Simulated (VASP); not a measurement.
## Cd: single point with PBEsol

The system is Cd.

```xyz
2
Lattice="2.8299 0.0000 0.0000 -1.4150 2.4508 0.0000 0.0000 0.0000 5.4772" Properties=species:S:1:pos:R:3 pbc="T T T"
Cd    0.0000    1.6339    1.3693
Cd    1.4150    0.8169    4.1079
```

This cell differs from its parent crystal: strain -0.050 along x and y, -0.025 along z.

```json
{
 "Program": "VASP 6.6.1",
 "Task": "single point",
 "Functional": "PBEsol",
 "Potentials or basis": "VASP PAW PBE potentials, release 64 (Cd_sv_GW)",
 "Cutoff": "630 eV",
 "k mesh": "18 × 18 × 8",
 "Occupations": "gaussian, width 0.15 eV",
 "Spin": "no spin polarisation"
}
```

```yaml
Pressure: 8.9 GPa
Band_gap_on_the_k_mesh: zero (bands 20 and 21 overlap by 5.00 eV)
```

Stress tensor (GPa, compression positive):
```
10.85  0.00  0.00
 0.00 10.85  0.00
 0.00  0.00  5.10
```

Levels at points of the mesh, in eV from the Fermi level:
| k point | band 18 | band 19 | band 20 | band 21 | band 22 | band 23 |
| --- | --- | --- | --- | --- | --- | --- |
| (0.00, 0.00, 0.00) | -8.57 | -8.57 | -3.83 | -3.24 | 10.24 | 14.19 |
| (0.50, 0.00, 0.00) | -8.18 | -2.68 | -1.80 | 2.08 | 3.05 | 3.79 |
| (0.00, 0.00, 0.50) | -8.70 | -8.18 | -8.18 | 3.58 | 3.58 | 14.47 |
| (0.50, 0.00, 0.50) | -8.19 | -1.94 | -1.94 | 0.50 | 0.50 | 8.21 |

Wall time 2.3 min on 1 thread of AMD EPYC 9R45 96-Core Processor (Zen 5) (shared host), peak memory 0.33 GiB.

Caveat: the cell differs from its parent crystal (strain -0.050 along x and y, -0.025 along z); the stress differs along the axes, from 5 to 11 GPa; the PAW data sets were made with another functional, which shifts forces and pressure a little.
